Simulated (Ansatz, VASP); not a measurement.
**P: VASP beside Ansatz**

Contents of INCAR:

```
PREC = Accurate
ENCUT = 520
EDIFF = 1E-7
ISMEAR = -1
SIGMA = 0.1
LREAL = False
LASPH = True
NELM = 100
ALGO = Normal
ISIF = 2
LWAVE = False
LCHARG = False
GGA = B5
ALDAX = 1.0
AGGAX = 1.0
AGGAC = 1.0
ALDAC = 0.0
NBANDS = 12
```

Contents of KPOINTS:

```
Automatic mesh
0
Gamma
  12 12 11
```

File POSCAR:

```
P
1.0
    3.3037965013      0.0000000000      0.0000000000
   -1.6518982507      2.8611716991      0.0000000000
    0.0000000000      0.0000000000      3.1909434875
P
2
Direct
    0.3333333333      0.6666666667      0.2500000000
    0.6666666667      0.3333333333      0.7500000000
```

Input for Ansatz:

```yaml
crystal:
  lattice:
    - [3.3037965013, 0.0, 0.0]
    - [-1.6518982507, 2.8611716991, 0.0]
    - [0.0, 0.0, 3.1909434875]
  atoms:
    - { symbol: P, position: [0.3333333333, 0.6666666667, 0.25] }
    - { symbol: P, position: [0.6666666667, 0.3333333333, 0.75] }
hamiltonian:
  xc: blyp
  pseudopotentials:
    kind: paw
    azcp:
      P: "pseudopotentials/P.paw.azcp"
basis:
  ecutwfc: 420
  fft_grid_basis: typed
kpoints:
  mp_grid: { grid: [12, 12, 11], shift: [0, 0, 0] }
magnetization:
  spin_polarized: false
scf:
  occupations: { method: fermi_dirac, width: 0.1 }
  lower_state_search: "off"
output:
  stress: true
  write_density: true
  write_potential: true
  elf: true
  volumetric_format: npy
```

Alike in both runs: task single point; functional BLYP; k mesh 12 × 12 × 11; occupations fermi-dirac, width 0.1 eV; no spin polarisation.

|  | VASP | Ansatz |
| --- | --- | --- |
| version | VASP 6.6.1 | Ansatz 0.2.0 |
| potentials or method | VASP PAW PBE potentials, release 64 (P), cutoff 520 eV | plane waves (420 eV) with PAW, scalar-relativistic |
| valence electrons in the cell | 10 | 10 |

|  | VASP | Ansatz | Ansatz less VASP |
| --- | --- | --- | --- |
| pressure (GPa) | 10.9 | 10.7 | -0.15 |
| traceless stress, the component that is largest in VASP (GPa) | 2.35 | 2.31 | -0.037 |

VASP's potentials were made for PBE, not for BLYP.
